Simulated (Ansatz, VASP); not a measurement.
**One calculation of WS2, two programs**

```xyz
6
Lattice="3.1813 0.0000 0.0000 -1.5906 2.7551 0.0000 0.0000 0.0000 13.0634" Properties=species:S:1:pos:R:3 pbc="T T T"
S     0.0000    1.8367    8.2383
S     1.5906    0.9184    1.7066
S     1.5906    0.9184    4.8251
S     0.0000    1.8367   11.3568
W     0.0000    1.8367    3.2659
W     1.5906    0.9184    9.7976
```

Alike in both runs: functional r2SCAN; k mesh 12 × 12 × 2; occupations gaussian, width 0.02 eV; no spin polarisation.

Ansatz relaxed the structure, and its values are those at the end. VASP's run is a single point on that final structure, the one shown.

|  | VASP | Ansatz |
| --- | --- | --- |
| version | VASP 6.6.1 | Ansatz 0.2.0 |
| potentials or method | VASP PAW PBE potentials, release 64 (S, W_sv), cutoff 520 eV | scalar-relativistic, plane waves, PAW |
| valence electrons in the cell | 52 | 52 |

|  | VASP | Ansatz | Ansatz less VASP |
| --- | --- | --- | --- |
| gap on the k mesh at the Fermi level (eV) | 1.38 | 1.37 | -0.009 |
| least direct gap on the mesh (eV) | 1.88 | 1.88 | -0.004 |
| pressure (GPa) | 0.2 | 0.1 | -0.18 |
| rms of the force components (eV/Å) | 0.013 | 0.003 | -0.0102 |

VASP's potentials were made for PBE, not for r2SCAN. The functional is the same, so the differences come from potentials, cutoffs and numerics.

Spin-orbit coupling is off throughout.
